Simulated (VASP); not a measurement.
# Li (P1) in VASP: single point with PBE

Aim: the single point of Li with PBE.

Everything below comes from runs of VASP 6.6.1. Logs are shortened: lines on timing, memory, paths and dates and some standing lists are left out, and cuts for length are marked.

## Step 1: The cell of the first run

The typed cell holds 3 atoms: a = 7.797 Å, b = 7.797 Å, c = 7.797 Å, α = 22.94°, β = 22.94°, γ = 22.94°.

## Step 2: Single point, PBE

File INCAR:

```
  ALGO = Normal
  EDIFF = 1E-6
  ENCUT = 520
  GGA = PE
  ISIF = 2
  ISMEAR = -5
  LASPH = T
  LCHARG = F
  LREAL = F
  LWAVE = F
  NBANDS = 12
  NELECT = 7.0
  NELM = 100
  PREC = Accurate
  SIGMA = 0.1
```

File KPOINTS:

```
k-points
0
Gamma
  3 3 3
```

File POSCAR:

```
Li
1.0
    1.5504989657      0.8951809952      7.5883000000
   -1.5504989657      0.8951809952      7.5883000000
    0.0000000000     -1.7903619905      7.5883000000
Li
3
Direct
    0.0000000000      0.0000000000      0.0000000000
    0.2220000000      0.2220000000      0.2220000000
    0.8424953671      0.7135046329      0.7780000000
```

Potentials or basis: VASP PAW PBE potentials, release 64 (Li_sv).

Started as:

```console
$ cat potpaw_PBE.64/Li_sv/POTCAR > POTCAR
$ mpirun -np 1 vasp_std > vasp.out
```

OUTCAR:

```text
EDIFF = 1E-6
   ENCUT = 520
   GGA = PE
   ISIF = 2
   ISMEAR = -5
   LASPH = T
   LREAL = F
   NELECT = 7.0
   NELM = 100
   PREC = Accurate

 ion  position               nearest neighbor table
   1  0.000  0.000  0.000-
   2  0.222  0.222  0.222-
   3  0.842  0.714  0.778-

  LATTYP: Found a trigonal (rhomboedric) cell.
 ALAT       =     7.7966462628
 COS(alpha) =     0.9209034946

  Lattice vectors:

 A1 = (   1.5504989657,   0.8951809952,   7.5883000000)
 A2 = (  -1.5504989657,   0.8951809952,   7.5883000000)
 A3 = (   0.0000000000,  -1.7903619905,   7.5883000000)

Analysis of symmetry for initial positions (statically):
=====================================================================
 Subroutine PRICEL returns:
 Original cell was already a primitive cell.

 Routine SETGRP: Setting up the symmetry group for a
 trigonal (rhombohedral) supercell.

 Subroutine GETGRP returns: Found  1 space group operations
 (whereof  1 operations were pure point group operations)
 out of a pool of 12 trial point group operations.

The static configuration has the point symmetry C_1 .

Analysis of symmetry for dynamics (positions and initial velocities):
=====================================================================
 Subroutine PRICEL returns:
 Original cell was already a primitive cell.

 Routine SETGRP: Setting up the symmetry group for a
 trigonal (rhombohedral) supercell.

 Subroutine GETGRP returns: Found  1 space group operations
 (whereof  1 operations were pure point group operations)
 out of a pool of 12 trial point group operations.

The dynamic configuration has the point symmetry C_1 .

 Subroutine INISYM returns: Found  1 space group operations
 (whereof  1 operations are pure point group operations),
 and found     1 'primitive' translations

----------------------------------------------------------------------------------------

                                     Primitive cell

  volume of cell :      63.1943

  direct lattice vectors                    reciprocal lattice vectors
     1.550498966  0.895180995  7.588300000     0.322476836  0.186182088  0.043927274
    -1.550498966  0.895180995  7.588300000    -0.322476836  0.186182088  0.043927274
     0.000000000 -1.790361990  7.588300000     0.000000000 -0.372364176  0.043927274

  length of vectors
     7.796646263  7.796646263  7.796646263     0.374946242  0.374946242  0.374946242

  position of ions in fractional coordinates (direct lattice)
     0.000000000  0.000000000  0.000000000
     0.222000000  0.222000000  0.222000000
     0.842495367  0.713504633  0.778000000

  ion indices of the primitive-cell ions
   primitive index   ion index
                 1           1
                 2           2
                 3           3

----------------------------------------------------------------------------------------

 KPOINTS: k-points

Automatic generation of k-mesh.
 Grid dimensions read from file:
 generate k-points for:    3    3    3

 Generating k-lattice:

  Cartesian coordinates                     Fractional coordinates (reciprocal lattice)
     0.107492279  0.062060696  0.014642425     0.333333333  0.000000000  0.000000000
    -0.107492279  0.062060696  0.014642425     0.000000000  0.333333333  0.000000000
     0.000000000 -0.124121392  0.014642425    -0.000000000 -0.000000000  0.333333333

  Length of vectors
     0.124982081  0.124982081  0.124982081

  Shift w.r.t. Gamma in fractional coordinates (k-lattice)
     0.000000000  0.000000000  0.000000000

 TETIRR: Found     78 inequivalent tetrahedra from      162

 Subroutine IBZKPT returns following result:
 ===========================================

 Found     14 irreducible k-points:

 Following reciprocal coordinates:
            Coordinates               Weight
  0.000000  0.000000  0.000000      1.000000
  0.333333  0.000000  0.000000      2.000000
  0.000000  0.333333  0.000000      2.000000
  0.000000  0.000000  0.333333      2.000000
  0.333333  0.333333  0.000000      2.000000
 -0.333333  0.000000 -0.333333      2.000000
  0.000000  0.333333  0.333333      2.000000
 -0.333333  0.333333  0.000000      2.000000
  0.333333  0.000000 -0.333333      2.000000
 -0.000000 -0.333333  0.333333      2.000000
  0.333333  0.333333  0.333333      2.000000
 -0.333333  0.333333  0.333333      2.000000
  0.333333 -0.333333  0.333333      2.000000
  0.333333  0.333333 -0.333333      2.000000
   k-points           NKPTS =     14   k-points in BZ     NKDIM =     14   number of bands    NBANDS=     12
   number of dos      NEDOS =    301   number of ions     NIONS =      3
   total plane-waves  NPLWV = 216000
   dimension x,y,z NGX =    60 NGY =   60 NGZ =   60
   dimension x,y,z NGXF=   120 NGYF=  120 NGZF=  120
   ions per type =               3
   NGX,Y,Z   is equivalent  to a cutoff of  12.79, 12.79, 12.79 a.u.
   NGXF,Y,Z  is equivalent  to a cutoff of  25.59, 25.59, 25.59 a.u.
 SYSTEM =  unknown system
   PREC   = accura    normal or accurate (medium, high low for compatibility)
   ISTART =      0    job   : 0-new  1-cont  2-samecut
   ICHARG =      2    charge: 1-file 2-atom 10-const
   ISPIN  =      1    spin polarized calculation?
   LNONCOLLINEAR =      F non collinear calculations
   LSORBIT =      F    spin-orbit coupling
   LASPH  =      T    aspherical Exc in radial PAW
   ENCUT  =  520.0 eV  38.22 Ry    6.18 a.u.  14.50 14.50 14.50*2*pi/ulx,y,z
   NELM   =    100;   NELMIN=  2; NELMDL= -5     # of ELM steps
   EDIFF  = 0.1E-05   stopping-criterion for ELM
   LREAL  =      F    real-space projection
   EDIFFG = 0.1E-04   stopping-criterion for IOM
   NSW    =      0    number of steps for IOM
   IBRION =     -1    ionic relax: 0-MD 1-quasi-New 2-CG
   NFREE  =      0    steps in history (QN), initial steepest desc. (CG)
   ISIF   =      2    stress and relaxation
   ISYM   =      2    0-nonsym 1-usesym 2-fastsym
   POTIM  = 0.5000    time-step for ionic-motion
   TEBEG  =    0.0;   TEEND  =   0.0 temperature during run
   PSTRESS=    0.0 pullay stress
   NELECT =       7.0000    total number of electrons
   NUPDOWN=      -1.0000    fix difference up-down
   EMIN   =  10.00;   EMAX   =-10.00  energy-range for DOS
   EFERMI =   0.00;   METHOD = LEGACY
   ISMEAR =    -5;   SIGMA  =   0.10  broadening in eV -4-tet -1-fermi 0-gaus
   EFERMI_NEDOS =   21; number of points for ismear=-14 and -15
   IALGO  =     38    algorithm
   IMIX   =      4    mixing-type and parameters
     AMIX     =   0.40;   BMIX     =  1.00
     AMIX_MAG =   1.60;   BMIX_MAG =  1.00
  volume/ion in A,a.u.               =      21.06       142.15
  Fermi-wavevector in a.u.,A,eV,Ry     =   0.786227  1.485754  8.410488  0.618153
  Thomas-Fermi vector in A             =   1.890723
   LORBIT       =      0    0 simple, 1 ext, 2 COOP (PROOUT), +10 PAW based schemes
   GGA     = PE    functional components
   LHFCALC =     F    Hartree Fock is set to
   AEXX    =    0.0000 exact exchange contribution
   IVDW    =     0    specifies the selected vdW correction
   LEPSILON=     F    determine dielectric tensor
   LRPA    =     F    only Hartree local field effects (RPA)
 non-spin polarized calculation
 Fermi weights with tetrahedron method with Bloechl corrections
  energy-cutoff  :      520.00
  volume of cell :       63.19
 maximum number of plane-waves:      1710
 NGX is ok and might be reduce to    60
   NGX = 29   NGY = 29   NGZ = 29

 number of electron       7.0000012 magnetization

 Free energy of the ion-electron system (eV)
  ---------------------------------------------------
  ext. energy  EPLUGINS =         0.00000000
  ---------------------------------------------------
  free energy    TOTEN  =        -6.79894023 eV

  energy without entropy =       -6.79894023  energy(sigma->0) =       -6.79894023

 E-fermi :   0.6833     XC(G=0):  -5.4183

 val. band max:        0.4659549767   @ k =  -0.3333   0.0000  -0.3333
 cond. band min:       0.5525291394   @ k =   0.0000   0.0000   0.0000
 fundamental gap:      0.0865741627
 Fermi energy:         0.6833238465

 k-point     1 :       0.0000    0.0000    0.0000
  band No.  band energies     occupation
      1     -45.7565      2.00000
      2     -45.7454      2.00000
      3     -45.7387      2.00000
      4      -1.3529      2.00000
      5       0.5525      0.47332
      6       0.5569      0.00841
      7       7.5851      0.00000
      8       7.6218      0.00000
      9      14.0397      0.00000
     10      14.2484      0.00000
     11      14.2549      0.00000
     12      14.4360      0.00000

 k-point     2 :       0.3333    0.0000    0.0000
  band No.  band energies     occupation
      1     -45.7481      2.00000
      2     -45.7391      2.00000
      3     -45.7327      2.00000
      4       0.3834      1.25994
      5       1.9104     -0.04760
      6       2.7603     -0.00052
      7       6.2472      0.00000
      8       7.4202      0.00000
      9       9.0487      0.00000
     10       9.5583      0.00000
     11      11.0022      0.00000
     12      11.1189      0.00000

 k-point     3 :       0.0000    0.3333    0.0000
  band No.  band energies     occupation
      1     -45.7476      2.00000
      2     -45.7391      2.00000
      3     -45.7331      2.00000
      4       0.3879      1.25586
      5       1.8801     -0.04502
      6       2.7114     -0.00049
      7       6.2110      0.00000
      8       7.7322      0.00000
      9       9.2220      0.00000
     10       9.5873      0.00000
     11      10.5473      0.00000
     12      11.1311      0.00000
[... 136 lines left out ...]
 k-point    13 :       0.3333   -0.3333    0.3333
  band No.  band energies     occupation
      1     -45.7474      2.00000
      2     -45.7396      2.00000
      3     -45.7329      2.00000
      4       0.7324      0.89731
      5       0.9640      0.21180
      6       4.2425      0.00000
      7       4.8847      0.00000
      8       7.9929      0.00000
      9       8.4569      0.00000
     10       9.4485      0.00000
     11      10.7797      0.00000
     12      12.0433      0.00000

 k-point    14 :       0.3333    0.3333   -0.3333
  band No.  band energies     occupation
      1     -45.7476      2.00000
      2     -45.7397      2.00000
      3     -45.7326      2.00000
      4       0.7353      0.89375
      5       0.9685      0.20996
      6       4.2426      0.00000
      7       4.9553      0.00000
      8       7.8017      0.00000
      9       8.3719      0.00000
     10       9.5225      0.00000
     11      10.8015      0.00000
     12      12.0180      0.00000

------------------------ aborting loop because EDIFF is reached ----------------------------------------

  FORCE on cell =-STRESS in cart. coord.  units (eV):
  Direction    XX          YY          ZZ          XY          YZ          ZX
  --------------------------------------------------------------------------------------
  -------------------------------------------------------------------------------------
  Total       -5.6557489     -5.6439314     -5.4415026     -0.1420034      0.0003875     -0.0076207
  in kB     -143.3912404   -143.0916316   -137.9594157     -3.6002388      0.0098250     -0.1932091
  external PRESSURE =    -141.4807626 kB  Pullay stress =       0.0000000 kB

 VOLUME and BASIS-vectors are now :
 -----------------------------------------------------------------------------
  energy-cutoff  :      520.00
  volume of cell :       63.19
      direct lattice vectors                 reciprocal lattice vectors
     1.550498966  0.895180995  7.588300000     0.322476836  0.186182088  0.043927274
    -1.550498966  0.895180995  7.588300000    -0.322476836  0.186182088  0.043927274
     0.000000000 -1.790361990  7.588300000     0.000000000 -0.372364176  0.043927274

 POSITION                                       TOTAL-FORCE (eV/Angst)
 -----------------------------------------------------------------------------------
      0.00000      0.00000      0.00000         0.019570     -0.004252     -0.002567
      0.00000     -0.00000      5.05381         0.017143     -0.005126      0.018343
      0.20000     -0.00000     17.71109        -0.036713      0.009378     -0.015776
 -----------------------------------------------------------------------------------
    total drift:                                0.000006     -0.000010     -0.000076

  FREE ENERGIE OF THE ION-ELECTRON SYSTEM (eV)
  ---------------------------------------------------
  free  energy   TOTEN  =        -6.7989402322 eV

  energy  without entropy=       -6.7989402322  energy(sigma->0) =       -6.79894023
```

It took 41 s on 1 thread of AMD EPYC 9R45 (Zen 5), shared host; peak memory 0.39 GiB.

Results:

```
Free energy   : -6.7989 eV
Largest force : 0.041 eV/Å
```

Forces on the atoms (eV/Å):
```
Li   0.020 -0.004 -0.003
Li   0.017 -0.005  0.018
Li  -0.037  0.009 -0.016
```

Caveat: the k points lie up to 0.79 Å⁻¹ apart; the cell carries a net charge on a neutralising background, which shifts energy and pressure; the cell is charged against a uniform background, so pressure and absolute levels hang on convention; the cutoff is under 1.25 times the usual one of these potentials, so pressure, stress and relaxed cells hold a basis-set (Pulay) error; tetrahedron occupations give inexact forces and stress in metals.
